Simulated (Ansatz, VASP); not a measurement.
# Two plane-wave programs on Pd

```xyz
2
Lattice="0.0000 2.8052 2.8052 2.8052 0.0000 2.8052 2.8052 2.8052 0.0000" Properties=species:S:1:pos:R:3 pbc="T T T"
Pd    0.7013    0.7013    0.7013
Pd    4.9090    4.9090    4.9090
```

Alike in both runs: task single point; functional PBEsol; k mesh 11 × 11 × 11; occupations fermi-dirac, width 0.05 eV; collinear spin.

|  | VASP | Ansatz |
| --- | --- | --- |
| version | VASP 6.6.1 | Ansatz 0.2.0 |
| potentials or method | VASP PAW PBE potentials, release 64 (Pd), cutoff 520 eV | plane waves (420 eV) with PAW, scalar-relativistic |
| valence electrons in the cell | 20 | 36 |

```csv
,VASP,Ansatz,Ansatz less VASP
pressure (GPa),3.1,3.7,+0.57
net moment per atom (μB),0.50,0.50,+0.001
size of the moment on the site where the two differ most (μB),0.48,0.48,-0.006
```

VASP's potentials were made for PBE, not for PBEsol, and Ansatz warns of the same on its side. Site moments also hang on the region over which each program counts them. With one functional, cell and mesh, what is left measures potentials, basis and numerics. VASP's potentials hold 20 valence electrons a cell and Ansatz's 36, so a difference there can come from the potentials and not from the codes.
